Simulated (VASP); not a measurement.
Wanted: the native input for a VASP 6.6.1 run.

| Property | Result |
| --- | --- |
| Task | single point |
| Functional | LDA |
| Potentials or basis | VASP PAW LDA potentials, release 64 (Si, Mo_sv) |
| Cutoff | 520 eV |
| k mesh | 10 × 10 × 10 |
| Occupations | gaussian, width 0.05 eV |
| Spin | no spin polarisation |
| Dipole correction | no |
| Further INCAR settings | ALGO = Normal; EDIFF = 1e-06; NBANDS = 18 |

The structure of Si2Mo lies in POSCAR:

```
Si2Mo
1.0
   -1.5988611902      1.5988611902      3.9095056256
    1.5988611902     -1.5988611902      3.9095056256
    1.5988611902      1.5988611902     -3.9095056256
Si Mo
2 1
Direct
    0.3357471302      0.3357471302      0.0000000000
    0.6642528698      0.6642528698      0.0000000000
    0.0000000000      0.0000000000      0.0000000000
```

One way to write it, as run:

INCAR

```
PREC     = Accurate       # precision mode
ENCUT    = 520            # plane-wave cutoff, eV
EDIFF    = 1E-6           # SCF threshold, eV
ISMEAR   = 0              # smearing method
SIGMA    = 0.05           # smearing width, eV
LREAL    = F              # projectors in reciprocal space
LASPH    = T              # aspherical terms in the spheres
NELM     = 80             # most SCF steps
ALGO     = Normal         # electronic algorithm
ISIF     = 2              # what is computed and relaxed
LWAVE    = F              # write WAVECAR
LCHARG   = F              # write CHGCAR
GGA      = CA             # functional
NBANDS   = 18             # bands
```

KPOINTS

```
regular mesh
0
Gamma
  10 10 10
```

Potentials or basis: VASP PAW LDA potentials, release 64 (Si, Mo_sv).

Command:

```bash
$ cat potpaw_LDA.64/Si/POTCAR potpaw_LDA.64/Mo_sv/POTCAR > POTCAR
$ mpirun -np 1 vasp_std > vasp.out
```

It gave:

- Pressure: -3.7 GPa
- Largest force: 0.008 eV/Å
- Band gap on the k mesh: zero (bands 11 and 12 overlap by 0.91 eV)

Caveat: the cell stands under tension.

Wall time 2.1 min on 1 thread of Intel Xeon 8259CL, with other jobs on the host, peak memory 0.21 GiB.
